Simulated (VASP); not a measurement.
# ZnS in VASP: single point with PBE

Aim: the single point of ZnS with PBE.

Program: VASP 6.6.1. These are calculated values, not measurements. Logs are shortened: lines on timing, memory, paths and dates and some standing lists are left out, and cuts for length are marked.

## 1. The cell of the first run

The typed cell holds 4 atoms: a = 3.618 Å, b = 3.618 Å, c = 5.269 Å, α = 90.00°, β = 90.00°, γ = 60.00°.

## 2. Single point, PBE

INCAR reads:

```
PREC = Accurate
ENCUT = 500
EDIFF = 1E-6
ISMEAR = 0
SIGMA = 0.0206
LREAL = False
LASPH = True
NELM = 120
ALGO = Normal
ISIF = 2
LWAVE = False
LCHARG = True
GGA = PE
LELF = True
LVHAR = True
NBANDS = 26
GGA_COMPAT = False
```

KPOINTS reads:

```
Automatic mesh
0
Gamma
  8 8 5
```

POSCAR reads:

```
ZnS
1.0
    1.8090930000      3.1334370000      0.0000000000
   -1.8090930000      3.1334370000      0.0000000000
    0.0000000000      0.0000000000      5.2691060000
Zn S
2 2
Direct
    0.0000000000      0.0000000000      0.0000000000
    0.0000000000      0.0000000000      0.5000000000
    0.3333000000      0.3334000000      0.2500000000
    0.6666000000      0.6667000000      0.7500000000
```

Potentials or basis: VASP PAW PBE potentials, release 64 (Zn, S).

On the command line:

```
$ cat potpaw_PBE.64/Zn/POTCAR potpaw_PBE.64/S/POTCAR > POTCAR
$ mpirun -np 1 vasp_std > vasp.out
```

OUTCAR:

```text
PREC = Accurate
   ENCUT = 500
   EDIFF = 1E-6
   ISMEAR = 0
   LREAL = False
   LASPH = True
   NELM = 120
   ISIF = 2
   GGA = PE

 ion  position               nearest neighbor table
   1  0.000  0.000  0.000-   4 2.47   3 2.47   4 2.47   3 2.47   4 2.47   3 2.47   2 2.63   2 2.63

   2  0.000  0.000  0.500-   4 2.47   3 2.47   4 2.47   3 2.47   4 2.47   3 2.47   1 2.63   1 2.63

   3  0.333  0.333  0.250-   1 2.47   2 2.47   1 2.47   2 2.47   1 2.47   2 2.47
   4  0.667  0.667  0.750-   1 2.47   2 2.47   1 2.47   2 2.47   1 2.47   2 2.47

  LATTYP: Found a hexagonal cell.
 ALAT       =     3.6181825432
 C/A-ratio  =     1.4562852861

  Lattice vectors:

 A1 = (   1.8090930000,  -3.1334370000,   0.0000000000)
 A2 = (   1.8090930000,   3.1334370000,   0.0000000000)
 A3 = (   0.0000000000,   0.0000000000,   5.2691060000)

Analysis of symmetry for initial positions (statically):
=====================================================================
 Subroutine PRICEL returns:
 Original cell was already a primitive cell.

 Routine SETGRP: Setting up the symmetry group for a
 hexagonal supercell.

 Subroutine GETGRP returns: Found  4 space group operations
 (whereof  2 operations were pure point group operations)
 out of a pool of 24 trial point group operations.

The static configuration has the point symmetry C_2 .
 The point group associated with its full space group is C_2v.

Analysis of symmetry for dynamics (positions and initial velocities):
=====================================================================
 Subroutine PRICEL returns:
 Original cell was already a primitive cell.

 Routine SETGRP: Setting up the symmetry group for a
 hexagonal supercell.

 Subroutine GETGRP returns: Found  4 space group operations
 (whereof  2 operations were pure point group operations)
 out of a pool of 24 trial point group operations.

The dynamic configuration has the point symmetry C_2 .
 The point group associated with its full space group is C_2v.

 Subroutine INISYM returns: Found  4 space group operations
 (whereof  2 operations are pure point group operations),
 and found     1 'primitive' translations

----------------------------------------------------------------------------------------

                                     Primitive cell

  volume of cell :      59.7377

  direct lattice vectors                    reciprocal lattice vectors
     1.809093000  3.133437000  0.000000000     0.276381590  0.159569189  0.000000000
    -1.809093000  3.133437000  0.000000000    -0.276381590  0.159569189  0.000000000
     0.000000000  0.000000000  5.269106000     0.000000000  0.000000000  0.189785516

  length of vectors
     3.618182543  3.618182543  5.269106000     0.319138073  0.319138073  0.189785516

  position of ions in fractional coordinates (direct lattice)
     0.000000000  0.000000000  0.000000000
     0.000000000  0.000000000  0.500000000
     0.333300000  0.333400000  0.250000000
     0.666600000  0.666700000  0.750000000

  ion indices of the primitive-cell ions
   primitive index   ion index
                 1           1
                 2           2
                 3           3
                 4           4

----------------------------------------------------------------------------------------

 KPOINTS: Automatic mesh

Automatic generation of k-mesh.
 Grid dimensions read from file:
 generate k-points for:    8    8    5

 Generating k-lattice:

  Cartesian coordinates                     Fractional coordinates (reciprocal lattice)
     0.034547699  0.019946149  0.000000000     0.125000000  0.000000000  0.000000000
    -0.034547699  0.019946149  0.000000000     0.000000000  0.125000000  0.000000000
     0.000000000  0.000000000  0.037957103     0.000000000  0.000000000  0.200000000

  Length of vectors
     0.039892259  0.039892259  0.037957103

  Shift w.r.t. Gamma in fractional coordinates (k-lattice)
     0.000000000  0.000000000  0.000000000

 Subroutine IBZKPT returns following result:
 ===========================================

 Found     63 irreducible k-points:

 Following reciprocal coordinates:
            Coordinates               Weight
  0.000000  0.000000  0.000000      1.000000
  0.125000  0.000000  0.000000      4.000000
  0.125000  0.125000  0.000000      2.000000
  0.250000  0.000000  0.000000      4.000000
  0.250000  0.250000  0.000000      2.000000
  0.375000  0.000000  0.000000      4.000000
[... 16 lines left out ...]
  0.125000  0.000000  0.200000      8.000000
  0.125000  0.125000  0.200000      4.000000
 [... further k-points ...]
   k-points           NKPTS =     63   k-points in BZ     NKDIM =     63   number of bands    NBANDS=     26
   number of dos      NEDOS =    301   number of ions     NIONS =      4
   total plane-waves  NPLWV =  31360
   dimension x,y,z NGX =    28 NGY =   28 NGZ =   40
   dimension x,y,z NGXF=    56 NGYF=   56 NGZF=   80
   ions per type =               2   2
   NGX,Y,Z   is equivalent  to a cutoff of  12.87, 12.87, 12.62 a.u.
   NGXF,Y,Z  is equivalent  to a cutoff of  25.73, 25.73, 25.24 a.u.
 SYSTEM =  unknown system
   PREC   = accura    normal or accurate (medium, high low for compatibility)
   ISTART =      0    job   : 0-new  1-cont  2-samecut
   ICHARG =      2    charge: 1-file 2-atom 10-const
   ISPIN  =      1    spin polarized calculation?
   LNONCOLLINEAR =      F non collinear calculations
   LSORBIT =      F    spin-orbit coupling
   LASPH  =      T    aspherical Exc in radial PAW
   ENCUT  =  500.0 eV  36.75 Ry    6.06 a.u.   6.60  6.60  9.61*2*pi/ulx,y,z
   NELM   =    120;   NELMIN=  2; NELMDL= -5     # of ELM steps
   EDIFF  = 0.1E-05   stopping-criterion for ELM
   LREAL  =      F    real-space projection
   EDIFFG = 0.1E-04   stopping-criterion for IOM
   NSW    =      0    number of steps for IOM
   IBRION =     -1    ionic relax: 0-MD 1-quasi-New 2-CG
   NFREE  =      0    steps in history (QN), initial steepest desc. (CG)
   ISIF   =      2    stress and relaxation
   ISYM   =      2    0-nonsym 1-usesym 2-fastsym
   POTIM  = 0.5000    time-step for ionic-motion
   TEBEG  =    0.0;   TEEND  =   0.0 temperature during run
   PSTRESS=    0.0 pullay stress
   NELECT =      36.0000    total number of electrons
   NUPDOWN=      -1.0000    fix difference up-down
   EMIN   =  10.00;   EMAX   =-10.00  energy-range for DOS
   EFERMI =   0.00;   METHOD = LEGACY
   ISMEAR =     0;   SIGMA  =   0.02  broadening in eV -4-tet -1-fermi 0-gaus
   EFERMI_NEDOS =   21; number of points for ismear=-14 and -15
   IALGO  =     38    algorithm
   IMIX   =      4    mixing-type and parameters
     AMIX     =   0.40;   BMIX     =  1.00
     AMIX_MAG =   1.60;   BMIX_MAG =  1.00
  volume/ion in A,a.u.               =      14.93       100.78
  Fermi-wavevector in a.u.,A,eV,Ry     =   1.382800  2.613113 26.016191  1.912136
  Thomas-Fermi vector in A             =   2.507458
   LORBIT       =      0    0 simple, 1 ext, 2 COOP (PROOUT), +10 PAW based schemes
   GGA     = PE    functional components
   LHFCALC =     F    Hartree Fock is set to
   AEXX    =    0.0000 exact exchange contribution
   IVDW    =     0    specifies the selected vdW correction
   LEPSILON=     F    determine dielectric tensor
   LRPA    =     F    only Hartree local field effects (RPA)
 non-spin polarized calculation
 Gauss-broadening in eV      SIGMA  =   0.02
  energy-cutoff  :      500.00
  volume of cell :       59.74
 maximum number of plane-waves:      1550
 NGX is ok and might be reduce to    28
   NGX = 13   NGY = 13   NGZ = 19

 number of electron      36.0000023 magnetization

 Free energy of the ion-electron system (eV)
  ---------------------------------------------------
  ext. energy  EPLUGINS =         0.00000000
  ---------------------------------------------------
  free energy    TOTEN  =       -11.84675263 eV

  energy without entropy =      -11.84675263  energy(sigma->0) =      -11.84675263

 E-fermi :   5.2020     XC(G=0): -11.2789

 val. band max:        5.0847858752   @ k =   0.0000   0.0000   0.0000
 cond. band min:       6.0828886034   @ k =  -0.3750   0.2500   0.0000
 fundamental gap:      0.9981027282
 Fermi energy:         5.2019866201

 k-point     1 :       0.0000    0.0000    0.0000
  band No.  band energies     occupation
      1      -9.7078      2.00000
      2      -7.2755      2.00000
      3      -2.6305      2.00000
      4      -2.3067      2.00000
      5      -2.3065      2.00000
      6      -2.2619      2.00000
[... 18 lines left out ...]
     25      14.5693      0.00000
     26      14.5965      0.00000

 k-point     2 :       0.1250    0.0000    0.0000
  band No.  band energies     occupation
      1      -9.5350      2.00000
      2      -7.2549      2.00000
      3      -2.4657      2.00000
      4      -2.2971      2.00000
      5      -2.2736      2.00000
      6      -2.2037      2.00000
[... 18 lines left out ...]
     25      13.0705      0.00000
     26      14.8133      0.00000

 k-point     3 :       0.1250    0.1250    0.0000
  band No.  band energies     occupation
      1      -9.5350      2.00000
      2      -7.2549      2.00000
      3      -2.4657      2.00000
      4      -2.2973      2.00000
      5      -2.2735      2.00000
      6      -2.2036      2.00000
[... 18 lines left out ...]
     25      13.0708      0.00000
     26      14.8134      0.00000

 k-point     4 :       0.2500    0.0000    0.0000
  band No.  band energies     occupation
      1      -9.0461      2.00000
      2      -7.2284      2.00000
      3      -2.3563      2.00000
      4      -2.2925      2.00000
      5      -2.0815      2.00000
      6      -1.9318      2.00000
[... 18 lines left out ...]
     25      13.0777      0.00000
     26      14.6068      0.00000
[... 496 lines left out ...]
      1      -9.5480      2.00000
      2      -7.6456      2.00000
      3      -2.2922      2.00000
      4      -2.2423      2.00000
      5      -2.2421      2.00000
      6      -2.1850      2.00000
[... 18 lines left out ...]
     25      13.7223      0.00000
     26      14.3815      0.00000

 k-point    23 :       0.1250    0.0000    0.2000
  band No.  band energies     occupation
      1      -9.3805      2.00000
      2      -7.5859      2.00000
      3      -2.3647      2.00000
      4      -2.2333      2.00000
      5      -2.1906      2.00000
      6      -2.0041      2.00000
[... 18 lines left out ...]
     25      13.5708      0.00000
     26      14.4571      0.00000

 k-point    24 :       0.1250    0.1250    0.2000
  band No.  band energies     occupation
      1      -9.3805      2.00000
      2      -7.5859      2.00000
      3      -2.3646      2.00000
      4      -2.2335      2.00000
      5      -2.1906      2.00000
      6      -2.0041      2.00000
[... 18 lines left out ...]
     25      13.5707      0.00000
     26      14.4574      0.00000

 [... further k-points ...]
[... 5 lines left out ...]
  --------------------------------------------------------------------------------------
  -------------------------------------------------------------------------------------
  Total        3.7108905      3.7108381      8.6723095      0.0000000      0.0000000      0.0000000
  in kB       99.5267755     99.5253701    232.5929578      0.0000000      0.0000000      0.0000000
  external PRESSURE =     143.8817011 kB  Pullay stress =       0.0000000 kB

 VOLUME and BASIS-vectors are now :
 -----------------------------------------------------------------------------
  energy-cutoff  :      500.00
  volume of cell :       59.74
      direct lattice vectors                 reciprocal lattice vectors
     1.809093000  3.133437000  0.000000000     0.276381590  0.159569189  0.000000000
    -1.809093000  3.133437000  0.000000000    -0.276381590  0.159569189  0.000000000
     0.000000000  0.000000000  5.269106000     0.000000000  0.000000000  0.189785516

 POSITION                                       TOTAL-FORCE (eV/Angst)
 -----------------------------------------------------------------------------------
      0.00000      0.00000      0.00000        -0.000614      0.000000      0.000000
      0.00000      0.00000      2.63455        -0.000614      0.000000      0.000000
     -0.00018      2.08906      1.31728         0.000614     -0.000832     -0.000000
     -0.00018      4.17781      3.95183         0.000614      0.000832      0.000000
 -----------------------------------------------------------------------------------
    total drift:                               -0.000001     -0.000000     -0.000000

  FREE ENERGIE OF THE ION-ELECTRON SYSTEM (eV)
  ---------------------------------------------------
  free  energy   TOTEN  =       -11.8467526295 eV

  energy  without entropy=      -11.8467526295  energy(sigma->0) =      -11.84675263
```

Wall time 31 s (1 thread of Intel Xeon 6975P-C (Granite Rapids), shared host); peak memory 0.21 GiB.

Results:

```yaml
Free_energy: -11.8468 eV
Pressure: 14.4 GPa
Band_gap_on_the_k_mesh: 1.00 eV (least direct gap 1.70 eV)
```

Stress tensor (GPa, compression positive):
```
 9.95  0.00  0.00
 0.00  9.95  0.00
 0.00  0.00 23.26
```

Caveat: the cell stands under pressure; an odd mesh through Γ misses points on the zone boundary, where band edges can lie.
